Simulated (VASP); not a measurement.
Mg2Zn, 6 atoms in the cell. The structure is hexagonal, space group P-6m2 (No. 187). The conventional cell has a = 3.093 Å, b = 3.093 Å, c = 14.582 Å, α = 90.00°, β = 90.00°, γ = 120.00°. Mg (site symmetry -6m2) has 12 Mg at 3.09 to 3.21 Å within 4.1 Å. Within 3.8 Å of Mg (site symmetry 3m) lie 3 Zn at 2.92 Å and 9 Mg at 3.09 to 3.21 Å. Mg (site symmetry -6m2) has 6 Zn at 2.92 Å and 6 Mg at 3.09 Å within 3.8 Å. Within 3.8 Å of Zn (site symmetry 3m) lie 6 Mg at 2.92 Å and 6 Zn at 3.09 Å. 

| Quantity | Value |
| --- | --- |
| Program | VASP 6.6.1 |
| Task | single point |
| Functional | BLYP |
| Potentials or basis | VASP PAW PBE potentials, release 64 (Mg, Zn) |
| Cutoff | 520 eV |
| k mesh | 8 × 8 × 2 |
| Occupations | methfessel-paxton, width 0.1 eV |
| Spin | no spin polarisation |
| Dipole correction | no |
| Further INCAR settings | ALGO = Normal; EDIFF = 1e-07; NBANDS = 25 |

Potentials or basis: VASP PAW PBE potentials, release 64 (Mg, Zn).

Command:

```bash
$ cat potpaw_PBE.64/Mg/POTCAR potpaw_PBE.64/Zn/POTCAR > POTCAR
$ mpirun -np 1 vasp_std > vasp.out
```

Hardware: 1 thread of AMD EPYC 7R13 Processor (Zen 3), with other jobs on the host.

Problem. How long does it take, and how much memory?

Solution. It took 85 s on 1 thread of AMD EPYC 7R13 Processor (Zen 3) (shared host), peak memory 0.22 GiB. Counts: scf iterations 14, k points 20.
